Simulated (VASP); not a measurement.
# B (P4/mmm) in VASP: a series of runs

B is run at these levels: PBE; tasks: single point, relaxation of cell and atoms.

All numbers are computed with VASP 6.6.1; they aren't measurements. Logs are shortened: lines on timing, memory, paths and dates and some standing lists are left out, and cuts for length are marked.

### 1 The cell of the first run

It takes space group P4/mmm (No. 123, tetragonal). Conventional cell: a = 2.514 Å, b = 2.514 Å, c = 3.493 Å, α = 90.00°, β = 90.00°, γ = 90.00°. Within 2.0 Å of B (site symmetry 4mm) lie 6 B at 1.53 to 1.96 Å. B (site symmetry 4/mmm) has 12 B at 1.94 to 2.51 Å within 2.6 Å.

The cell was built from a structure type or drawn by symmetry, and may not be a known phase.

### 2 Single point, PBE

Contents of INCAR:

```
SYSTEM = B
ALGO = Normal
EDIFF = 1E-6
ENCUT = 520
GGA = PE
ISIF = 2
ISMEAR = 0
LASPH = .True.
LCHARG = .False.
LREAL = .False.
LWAVE = .False.
NBANDS = 12
NELM = 100
PREC = Accurate
SIGMA = 0.1
```

Contents of KPOINTS:

```
k-points
0
Gamma
  6 6 6
  0 0 0
```

Contents of POSCAR:

```
B
1.0
    2.5144252900      0.0000000000      0.0000000000
    0.0000000000      2.5144252900      0.0000000000
    0.0000000000      0.0000000000      3.4934904900
B
3
Direct
    0.5000000000      0.5000000000      0.2196885000
    0.5000000000      0.5000000000      0.7803115000
    0.0000000000      0.0000000000      0.0000000000
```

Potentials or basis: VASP PAW PBE potentials, release 64 (B).

Run with:

```console
cat potpaw_PBE.64/B/POTCAR > POTCAR
mpirun -np 1 vasp_std > vasp.out
```

OUTCAR:

```text
SYSTEM = B
   EDIFF = 1E-6
   ENCUT = 520
   GGA = PE
   ISIF = 2
   ISMEAR = 0
   LASPH = .True.
   LREAL = .False.
   NELM = 100
   PREC = Accurate

 ion  position               nearest neighbor table
   1  0.500  0.500  0.220-   2 1.53   3 1.94   3 1.94   3 1.94   3 1.94   2 1.96
   2  0.500  0.500  0.780-   1 1.53   3 1.94   3 1.94   3 1.94   3 1.94   1 1.96
   3  0.000  0.000  0.000-   1 1.94   2 1.94   1 1.94   2 1.94   1 1.94   2 1.94   1 1.94   2 1.94

  LATTYP: Found a simple tetragonal cell.
 ALAT       =     2.5144252900
 C/A-ratio  =     1.3893793162

  Lattice vectors:

 A1 = (   2.5144252900,   0.0000000000,   0.0000000000)
 A2 = (   0.0000000000,   2.5144252900,   0.0000000000)
 A3 = (   0.0000000000,   0.0000000000,   3.4934904900)

Analysis of symmetry for initial positions (statically):
=====================================================================
 Subroutine PRICEL returns:
 Original cell was already a primitive cell.

 Routine SETGRP: Setting up the symmetry group for a
 simple tetragonal supercell.

 Subroutine GETGRP returns: Found 16 space group operations
 (whereof 16 operations were pure point group operations)
 out of a pool of 16 trial point group operations.

The static configuration has the point symmetry D_4h.

Analysis of symmetry for dynamics (positions and initial velocities):
=====================================================================
 Subroutine PRICEL returns:
 Original cell was already a primitive cell.

 Routine SETGRP: Setting up the symmetry group for a
 simple tetragonal supercell.

 Subroutine GETGRP returns: Found 16 space group operations
 (whereof 16 operations were pure point group operations)
 out of a pool of 16 trial point group operations.

The dynamic configuration has the point symmetry D_4h.

 Subroutine INISYM returns: Found 16 space group operations
 (whereof 16 operations are pure point group operations),
 and found     1 'primitive' translations

----------------------------------------------------------------------------------------

                                     Primitive cell

  volume of cell :      22.0870

  direct lattice vectors                    reciprocal lattice vectors
     2.514425290  0.000000000  0.000000000     0.397705195  0.000000000  0.000000000
     0.000000000  2.514425290  0.000000000     0.000000000  0.397705195  0.000000000
     0.000000000  0.000000000  3.493490490     0.000000000  0.000000000  0.286246664

  length of vectors
     2.514425290  2.514425290  3.493490490     0.397705195  0.397705195  0.286246664

  position of ions in fractional coordinates (direct lattice)
     0.500000000  0.500000000  0.219688500
     0.500000000  0.500000000  0.780311500
     0.000000000  0.000000000  0.000000000

  ion indices of the primitive-cell ions
   primitive index   ion index
                 1           1
                 2           2
                 3           3

----------------------------------------------------------------------------------------

 KPOINTS: k-points

Automatic generation of k-mesh.
 Grid dimensions read from file:
 generate k-points for:    6    6    6

 Generating k-lattice:

  Cartesian coordinates                     Fractional coordinates (reciprocal lattice)
     0.066284199  0.000000000  0.000000000     0.166666667  0.000000000  0.000000000
     0.000000000  0.066284199  0.000000000     0.000000000  0.166666667  0.000000000
     0.000000000  0.000000000  0.047707777     0.000000000  0.000000000  0.166666667

  Length of vectors
     0.066284199  0.066284199  0.047707777

  Shift w.r.t. Gamma in fractional coordinates (k-lattice)
     0.000000000  0.000000000  0.000000000

 Subroutine IBZKPT returns following result:
 ===========================================

 Found     40 irreducible k-points:

 Following reciprocal coordinates:
            Coordinates               Weight
  0.000000  0.000000  0.000000      1.000000
  0.166667  0.000000  0.000000      4.000000
  0.333333  0.000000  0.000000      4.000000
  0.500000  0.000000  0.000000      2.000000
  0.166667  0.166667  0.000000      4.000000
  0.333333  0.166667  0.000000      8.000000
[... 16 lines left out ...]
  0.333333  0.000000  0.333333      8.000000
  0.500000  0.000000  0.333333      4.000000
 [... further k-points ...]
   k-points           NKPTS =     40   k-points in BZ     NKDIM =     40   number of bands    NBANDS=     12
   number of dos      NEDOS =    301   number of ions     NIONS =      3
   total plane-waves  NPLWV =  11200
   dimension x,y,z NGX =    20 NGY =   20 NGZ =   28
   dimension x,y,z NGXF=    40 NGYF=   40 NGZF=   56
   ions per type =               3
   NGX,Y,Z   is equivalent  to a cutoff of  13.22, 13.22, 13.32 a.u.
   NGXF,Y,Z  is equivalent  to a cutoff of  26.45, 26.45, 26.65 a.u.
 SYSTEM =  B
   PREC   = accura    normal or accurate (medium, high low for compatibility)
   ISTART =      0    job   : 0-new  1-cont  2-samecut
   ICHARG =      2    charge: 1-file 2-atom 10-const
   ISPIN  =      1    spin polarized calculation?
   LNONCOLLINEAR =      F non collinear calculations
   LSORBIT =      F    spin-orbit coupling
   LASPH  =      T    aspherical Exc in radial PAW
   ENCUT  =  520.0 eV  38.22 Ry    6.18 a.u.   4.68  4.68  6.50*2*pi/ulx,y,z
   NELM   =    100;   NELMIN=  2; NELMDL= -5     # of ELM steps
   EDIFF  = 0.1E-05   stopping-criterion for ELM
   LREAL  =      F    real-space projection
   EDIFFG = 0.1E-04   stopping-criterion for IOM
   NSW    =      0    number of steps for IOM
   IBRION =     -1    ionic relax: 0-MD 1-quasi-New 2-CG
   NFREE  =      0    steps in history (QN), initial steepest desc. (CG)
   ISIF   =      2    stress and relaxation
   ISYM   =      2    0-nonsym 1-usesym 2-fastsym
   POTIM  = 0.5000    time-step for ionic-motion
   TEBEG  =    0.0;   TEEND  =   0.0 temperature during run
   PSTRESS=    0.0 pullay stress
   NELECT =       9.0000    total number of electrons
   NUPDOWN=      -1.0000    fix difference up-down
   EMIN   =  10.00;   EMAX   =-10.00  energy-range for DOS
   EFERMI =   0.00;   METHOD = LEGACY
   ISMEAR =     0;   SIGMA  =   0.10  broadening in eV -4-tet -1-fermi 0-gaus
   EFERMI_NEDOS =   21; number of points for ismear=-14 and -15
   IALGO  =     38    algorithm
   IMIX   =      4    mixing-type and parameters
     AMIX     =   0.40;   BMIX     =  1.00
     AMIX_MAG =   1.60;   BMIX_MAG =  1.00
  volume/ion in A,a.u.               =       7.36        49.68
  Fermi-wavevector in a.u.,A,eV,Ry     =   1.213696  2.293553 20.042177  1.473058
  Thomas-Fermi vector in A             =   2.349140
   LORBIT       =      0    0 simple, 1 ext, 2 COOP (PROOUT), +10 PAW based schemes
   GGA     = PE    functional components
   LHFCALC =     F    Hartree Fock is set to
   AEXX    =    0.0000 exact exchange contribution
   IVDW    =     0    specifies the selected vdW correction
   LEPSILON=     F    determine dielectric tensor
   LRPA    =     F    only Hartree local field effects (RPA)
 non-spin polarized calculation
 Gauss-broadening in eV      SIGMA  =   0.10
  energy-cutoff  :      520.00
  volume of cell :       22.09
 maximum number of plane-waves:       613
 NGX is ok and might be reduce to    20
   NGX =  9   NGY =  9   NGZ = 13

 number of electron       8.9999999 magnetization

 Free energy of the ion-electron system (eV)
  ---------------------------------------------------
  ext. energy  EPLUGINS =         0.00000000
  ---------------------------------------------------
  free energy    TOTEN  =       -16.49400206 eV

  energy without entropy =      -16.48770236  energy(sigma->0) =      -16.49085221

 E-fermi :   5.9766     XC(G=0): -11.7678

 val. band max:        5.9666707258   @ k =   0.1667   0.0000   0.0000
 cond. band min:       5.9905836013   @ k =   0.3333   0.3333   0.1667
 fundamental gap:      0.0239128755
 Fermi energy:         5.9765523383

 k-point     1 :       0.0000    0.0000    0.0000
  band No.  band energies     occupation
      1      -9.9943      2.00000
      2       0.5403      2.00000
      3       1.5936      2.00000
      4       5.3792      2.00000
      5       5.3792      2.00000
      6      13.7179      0.00000
      7      15.8733      0.00000
      8      16.0163      0.00000
      9      16.0163      0.00000
     10      19.8092      0.00000
     11      19.8348      0.00000
     12      19.8348      0.00000

 k-point     2 :       0.1667    0.0000    0.0000
  band No.  band energies     occupation
      1      -9.4858      2.00000
      2       0.8048      2.00000
      3       2.0412      2.00000
      4       2.7730      2.00000
      5       5.9667      1.11114
      6      13.8554      0.00000
      7      14.4185      0.00000
      8      16.3392      0.00000
      9      17.9823      0.00000
     10      18.2148      0.00000
     11      19.2149      0.00000
     12      20.3856      0.00000

 k-point     3 :       0.3333    0.0000    0.0000
  band No.  band energies     occupation
      1      -7.9806      2.00000
      2      -1.7371      2.00000
      3       2.1767      2.00000
      4       3.2575      2.00000
      5       7.6835      0.00000
      6      10.5211      0.00000
      7      14.4548      0.00000
      8      14.5612      0.00000
      9      15.3038      0.00000
     10      17.0794      0.00000
     11      19.5232      0.00000
     12      20.8442      0.00000
[... 286 lines left out ...]
 k-point    23 :       0.3333    0.0000    0.3333
  band No.  band energies     occupation
      1      -7.4722      2.00000
      2      -1.5166      2.00000
      3      -0.9001      2.00000
      4       4.6560      2.00000
      5       8.1697      0.00000
      6      11.1490      0.00000
      7      14.5520      0.00000
      8      15.2442      0.00000
      9      15.4791      0.00000
     10      18.6444      0.00000
     11      19.6530      0.00000
     12      21.2212      0.00000

 k-point    24 :       0.5000    0.0000    0.3333
  band No.  band energies     occupation
      1      -5.7300      2.00000
      2      -3.8575      2.00000
      3       0.9531      2.00000
      4       1.7590      2.00000
      5      10.4346      0.00000
      6      11.8097      0.00000
      7      11.8286      0.00000
      8      15.5701      0.00000
      9      16.5696      0.00000
     10      16.8841      0.00000
     11      19.5110      0.00000
     12      20.9889      0.00000

 [... further k-points ...]

------------------------ aborting loop because EDIFF is reached ----------------------------------------

  FORCE on cell =-STRESS in cart. coord.  units (eV):
  Direction    XX          YY          ZZ          XY          YZ          ZX
  --------------------------------------------------------------------------------------
  -------------------------------------------------------------------------------------
  Total       -0.0561915     -0.0561915      1.5336619      0.0000000     -0.0000000      0.0000000
  in kB       -4.0760968     -4.0760968    111.2508082      0.0000000     -0.0000000      0.0000000
  external PRESSURE =      34.3662048 kB  Pullay stress =       0.0000000 kB

 VOLUME and BASIS-vectors are now :
 -----------------------------------------------------------------------------
  energy-cutoff  :      520.00
  volume of cell :       22.09
      direct lattice vectors                 reciprocal lattice vectors
     2.514425290  0.000000000  0.000000000     0.397705195  0.000000000  0.000000000
     0.000000000  2.514425290  0.000000000     0.000000000  0.397705195  0.000000000
     0.000000000  0.000000000  3.493490490     0.000000000  0.000000000  0.286246664

 POSITION                                       TOTAL-FORCE (eV/Angst)
 -----------------------------------------------------------------------------------
      1.25721      1.25721      0.76748         0.000000      0.000000      5.184645
      1.25721      1.25721      2.72601        -0.000000      0.000000     -5.184645
      0.00000      0.00000      0.00000         0.000000      0.000000      0.000000
 -----------------------------------------------------------------------------------
    total drift:                                0.000000      0.000000     -0.000000

  FREE ENERGIE OF THE ION-ELECTRON SYSTEM (eV)
  ---------------------------------------------------
  free  energy   TOTEN  =       -16.4940020559 eV

  energy  without entropy=      -16.4877023612  energy(sigma->0) =      -16.49085221
```

Wall time 8.2 s (1 thread of Intel Xeon Platinum 8488C (Sapphire Rapids), shared host); peak memory 0.13 GiB.

What came out:

| Property | Result |
| --- | --- |
| Free energy | -16.4940 eV |
| Pressure | 3.4 GPa |
| Largest force | 5.185 eV/Å |
| Band gap on the k mesh | zero (an odd number of electrons rules out a gap without spin polarisation) |

Forces on the atoms (eV/Å):
```
B    0.000  0.000  5.185
B    0.000  0.000 -5.185
B    0.000  0.000  0.000
```

Stress tensor (GPa, compression positive):
```
-0.41  0.00  0.00
 0.00 -0.41  0.00
 0.00  0.00 11.13
```

Caveat: the k points lie up to 0.42 Å⁻¹ apart, too coarse for converged energies and pressures of a metal; forces of over 1 eV/Å act on the atoms, so gaps and moduli don't describe the material at rest.

### 3 Single point, PBE

This run uses another cell than the first one, of 7.04 Å³/atom.

Contents of INCAR:

```
SYSTEM = B
PREC = Accurate
ENCUT = 520
EDIFF = 1E-7
ISMEAR = 0
SIGMA = 0.1
LREAL = .FALSE.
LASPH = .TRUE.
NELM = 80
ALGO = Normal
ISIF = 2
LWAVE = .FALSE.
LCHARG = .FALSE.
GGA = PE
NBANDS = 12
```

Contents of KPOINTS:

```
regular mesh
0
G
  6 6 6
  0 0 0
```

Contents of POSCAR:

```
B
1.0
    2.4820172821      0.0000000000      0.0000000000
    0.0000000000      2.4820172821      0.0000000000
    0.0000000000      0.0000000000      3.4286219894
B
3
Direct
    0.5000000000      0.5000000000      0.2517846660
    0.5000000000      0.5000000000      0.7482153340
    0.0000000000      0.0000000000      0.0000000000
```

Potentials or basis: VASP PAW PBE potentials, release 64 (B).

Run with:

```console
cat potpaw_PBE.64/B/POTCAR > POTCAR
mpirun -np 1 vasp_std > vasp.out
```

Run time: 7.2 s. Hardware: 1 thread of Intel Xeon Platinum 8488C (Sapphire Rapids), shared host; peak memory 0.12 GiB.

Results (log left out):

```yaml
Free_energy: -17.0812 eV
Pressure: -0.1 GPa
Largest_force: 0.014 eV/Å
Band_gap_on_the_k_mesh: zero (an odd number of electrons rules out a gap without spin polarisation)
```

Forces on the atoms (eV/Å):
```
B    0.000  0.000  0.014
B    0.000  0.000 -0.014
B    0.000  0.000  0.000
```

Levels at points of the mesh, in eV from the Fermi level:
```
           k point  band 1  band 2  band 3  band 4  band 5  band 6  band 7  band 8
(0.00, 0.00, 0.00)  -16.20   -6.43   -4.67   -0.18   -0.18    8.37    9.98   10.02
(0.50, 0.00, 0.00)  -11.98  -10.69   -4.31   -2.02    2.87    4.22    5.76    5.96
(0.50, 0.50, 0.00)   -7.84   -7.84   -6.24   -2.68   -2.25    3.42    3.62    3.62
(0.00, 0.00, 0.50)  -15.03  -11.42    0.89    0.89    2.99    5.87    5.87    6.17
(0.50, 0.00, 0.50)  -11.20   -9.22   -6.87   -6.10    6.21    6.22    7.65    9.19
(0.50, 0.50, 0.50)   -6.64   -6.64   -5.72   -3.35   -1.53   -1.48   -1.48    0.86
```

Caveat: the k points lie up to 0.42 Å⁻¹ apart, too coarse for converged energies and pressures of a metal.

(Continued in part 2 of 2.)
